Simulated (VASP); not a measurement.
# BeS (m.bgw) (F-43m) in VASP: single point with PBE

Aim: the single point of BeS (m.bgw) with PBE.

All numbers are computed with VASP 6.6.1; they aren't measurements. Logs are shortened: lines on timing, memory, paths and dates and some standing lists are left out, and cuts for length are marked.

### 1 The cell of the first run

Symmetry: F-43m, No. 216, cubic system. Conventional cell: a = 4.876 Å, b = 4.876 Å, c = 4.876 Å, α = 90.00°, β = 90.00°, γ = 90.00°. Within 2.8 Å of Be (site symmetry -43m) lie 4 S at 2.11 Å. S (site symmetry -43m) has 4 Be at 2.11 Å within 2.8 Å.

### 2 Single point, PBE

Input file INCAR:

```
SYSTEM = BeS
PREC = Accurate
ENCUT = 600
EDIFF = 1E-6
ISMEAR = 0
SIGMA = 0.01
LREAL = .False.
LASPH = .True.
NELM = 120
ALGO = Normal
ISIF = 2
LWAVE = .False.
LCHARG = .True.
GGA = PE
LELF = .True.
LVHAR = .True.
NBANDS = 11
GGA_COMPAT = .False.
```

Input file KPOINTS:

```
regular mesh
0
Gamma
  6 6 6
  0 0 0
```

Input file POSCAR:

```
BeS
1.0
    0.0000000000      2.4378857750      2.4378857750
    2.4378857750      0.0000000000      2.4378857750
    2.4378857750      2.4378857750      0.0000000000
Be S
1 1
Direct
    0.0000000000      0.0000000000      0.0000000000
    0.2500000000      0.2500000000      0.2500000000
```

Potentials or basis: VASP PAW PBE potentials, release 64 (Be, S).

On the command line:

```
cat potpaw_PBE.64/Be/POTCAR potpaw_PBE.64/S/POTCAR > POTCAR
mpirun -np 1 vasp_std > vasp.out
```

OUTCAR:

```text
SYSTEM = BeS
   PREC = Accurate
   ENCUT = 600
   EDIFF = 1E-6
   ISMEAR = 0
   LREAL = .False.
   LASPH = .True.
   NELM = 120
   ISIF = 2
   GGA = PE

 ion  position               nearest neighbor table
   1  0.000  0.000  0.000-   2 2.11   2 2.11   2 2.11   2 2.11
   2  0.250  0.250  0.250-   1 2.11   1 2.11   1 2.11   1 2.11

  LATTYP: Found a face centered cubic cell.
 ALAT       =     4.8757715500

  Lattice vectors:

 A1 = (   0.0000000000,   2.4378857750,   2.4378857750)
 A2 = (   2.4378857750,   0.0000000000,   2.4378857750)
 A3 = (   2.4378857750,   2.4378857750,   0.0000000000)

Analysis of symmetry for initial positions (statically):
=====================================================================
 Subroutine PRICEL returns:
 Original cell was already a primitive cell.

 Routine SETGRP: Setting up the symmetry group for a
 face centered cubic supercell.

 Subroutine GETGRP returns: Found 24 space group operations
 (whereof 24 operations were pure point group operations)
 out of a pool of 48 trial point group operations.

The static configuration has the point symmetry T_d .

Analysis of symmetry for dynamics (positions and initial velocities):
=====================================================================
 Subroutine PRICEL returns:
 Original cell was already a primitive cell.

 Routine SETGRP: Setting up the symmetry group for a
 face centered cubic supercell.

 Subroutine GETGRP returns: Found 24 space group operations
 (whereof 24 operations were pure point group operations)
 out of a pool of 48 trial point group operations.

The dynamic configuration has the point symmetry T_d .

 Subroutine INISYM returns: Found 24 space group operations
 (whereof 24 operations are pure point group operations),
 and found     1 'primitive' translations

----------------------------------------------------------------------------------------

                                     Primitive cell

  volume of cell :      28.9781

  direct lattice vectors                    reciprocal lattice vectors
     0.000000000  2.437885775  2.437885775    -0.205095745  0.205095745  0.205095745
     2.437885775  0.000000000  2.437885775     0.205095745 -0.205095745  0.205095745
     2.437885775  2.437885775  0.000000000     0.205095745  0.205095745 -0.205095745

  length of vectors
     3.447691127  3.447691127  3.447691127     0.355236251  0.355236251  0.355236251

  position of ions in fractional coordinates (direct lattice)
     0.000000000  0.000000000  0.000000000
[... 76 lines left out ...]
   ISYM   =      2    0-nonsym 1-usesym 2-fastsym
   POTIM  = 0.5000    time-step for ionic-motion
   TEBEG  =    0.0;   TEEND  =   0.0 temperature during run
   PSTRESS=    0.0 pullay stress
   NELECT =       8.0000    total number of electrons
   NUPDOWN=      -1.0000    fix difference up-down
   EMIN   =  10.00;   EMAX   =-10.00  energy-range for DOS
   EFERMI =   0.00;   METHOD = LEGACY
   ISMEAR =     0;   SIGMA  =   0.01  broadening in eV -4-tet -1-fermi 0-gaus
   EFERMI_NEDOS =   21; number of points for ismear=-14 and -15
   IALGO  =     38    algorithm
   IMIX   =      4    mixing-type and parameters
     AMIX     =   0.40;   BMIX     =  1.00
     AMIX_MAG =   1.60;   BMIX_MAG =  1.00
  volume/ion in A,a.u.               =      14.49        97.78
  Fermi-wavevector in a.u.,A,eV,Ry     =   1.065978  2.014406 15.460417  1.136309
  Thomas-Fermi vector in A             =   2.201547
   LORBIT       =      0    0 simple, 1 ext, 2 COOP (PROOUT), +10 PAW based schemes
   GGA     = PE    functional components
   LHFCALC =     F    Hartree Fock is set to
   AEXX    =    0.0000 exact exchange contribution
   IVDW    =     0    specifies the selected vdW correction
   LEPSILON=     F    determine dielectric tensor
   LRPA    =     F    only Hartree local field effects (RPA)
 non-spin polarized calculation
 Gauss-broadening in eV      SIGMA  =   0.01
  energy-cutoff  :      600.00
  volume of cell :       28.98
 maximum number of plane-waves:       982
   NGX = 13   NGY = 13   NGZ = 13

 number of electron       7.9999999 magnetization

 Free energy of the ion-electron system (eV)
  ---------------------------------------------------
  ext. energy  EPLUGINS =         0.00000000
  ---------------------------------------------------
  free energy    TOTEN  =       -10.01096553 eV

  energy without entropy =      -10.01096553  energy(sigma->0) =      -10.01096553

 E-fermi :   4.0728     XC(G=0):  -9.6643

 val. band max:        4.0131867083   @ k =   0.0000   0.0000   0.0000
 cond. band min:       7.1582032716   @ k =   0.5000   0.5000   0.0000
 fundamental gap:      3.1450165633
 Fermi energy:         4.0728327051

 k-point     1 :       0.0000    0.0000    0.0000
  band No.  band energies     occupation
      1      -9.5735      2.00000
      2       4.0132      2.00000
      3       4.0132      2.00000
      4       4.0132      2.00000
      5       9.6878      0.00000
      6       9.6878      0.00000
      7       9.6878      0.00000
      8       9.7650      0.00000
      9      16.7947      0.00000
     10      16.7947      0.00000
     11      18.7616      0.00000
[... 197 lines left out ...]
 k-point    16 :      -0.3333    0.5000    0.1667
  band No.  band energies     occupation
      1      -7.4395      2.00000
      2      -0.5130      2.00000
      3       0.6629      2.00000
      4       0.8921      2.00000
      5       9.1638      0.00000
      6      10.6764      0.00000
      7      13.9603      0.00000
      8      14.4224      0.00000
      9      18.3333      0.00000
     10      18.3998      0.00000
     11      20.8963      0.00000

------------------------ aborting loop because EDIFF is reached ----------------------------------------

  FORCE on cell =-STRESS in cart. coord.  units (eV):
  Direction    XX          YY          ZZ          XY          YZ          ZX
  --------------------------------------------------------------------------------------
  -------------------------------------------------------------------------------------
  Total        0.0183410      0.0183410      0.0183410      0.0000000      0.0000000     -0.0000000
  in kB        1.0140612      1.0140612      1.0140612      0.0000000      0.0000000     -0.0000000
  external PRESSURE =       1.0140612 kB  Pullay stress =       0.0000000 kB

 VOLUME and BASIS-vectors are now :
 -----------------------------------------------------------------------------
  energy-cutoff  :      600.00
  volume of cell :       28.98
      direct lattice vectors                 reciprocal lattice vectors
     0.000000000  2.437885775  2.437885775    -0.205095745  0.205095745  0.205095745
     2.437885775  0.000000000  2.437885775     0.205095745 -0.205095745  0.205095745
     2.437885775  2.437885775  0.000000000     0.205095745  0.205095745 -0.205095745

 POSITION                                       TOTAL-FORCE (eV/Angst)
 -----------------------------------------------------------------------------------
      0.00000      0.00000      0.00000         0.000000      0.000000      0.000000
      1.21894      1.21894      1.21894        -0.000000     -0.000000     -0.000000
 -----------------------------------------------------------------------------------
    total drift:                               -0.000000     -0.000000     -0.000000

  FREE ENERGIE OF THE ION-ELECTRON SYSTEM (eV)
  ---------------------------------------------------
  free  energy   TOTEN  =       -10.0109655318 eV

  energy  without entropy=      -10.0109655318  energy(sigma->0) =      -10.01096553
```

stdout:

```text
POSCAR found type information on POSCAR BeS
 POSCAR found :  2 types and       2 ions
 scaLAPACK will be used
 LDA part: xc-table for (Slater+PW92), standard interpolation
 POSCAR, INCAR and KPOINTS ok, starting setup
 FFT: planning ... GRIDC
 FFT: planning ... GRID_SOFT
 FFT: planning ... GRID
 WAVECAR not read
 entering main loop
```

Wall time 12 s (1 thread of AMD EPYC 7R13, shared host); peak memory 0.12 GiB.

Results:

```yaml
Free_energy: -10.0110 eV
Pressure: 0.1 GPa
Band_gap_on_the_k_mesh: 3.15 eV, indirect (least direct gap 5.67 eV)
```

Levels at points of the mesh, in eV from the valence-band top:
```
           k point  band 2  band 3  band 4  band 5  band 6  band 7
(0.00, 0.00, 0.00)    0.00    0.00    0.00    5.67    5.67    5.67
(0.50, 0.00, 0.00)   -5.69   -1.01   -1.01    5.42    6.56    6.56
(0.50, 0.50, 0.00)   -4.94   -2.59   -2.59    3.14    4.93   12.65
```
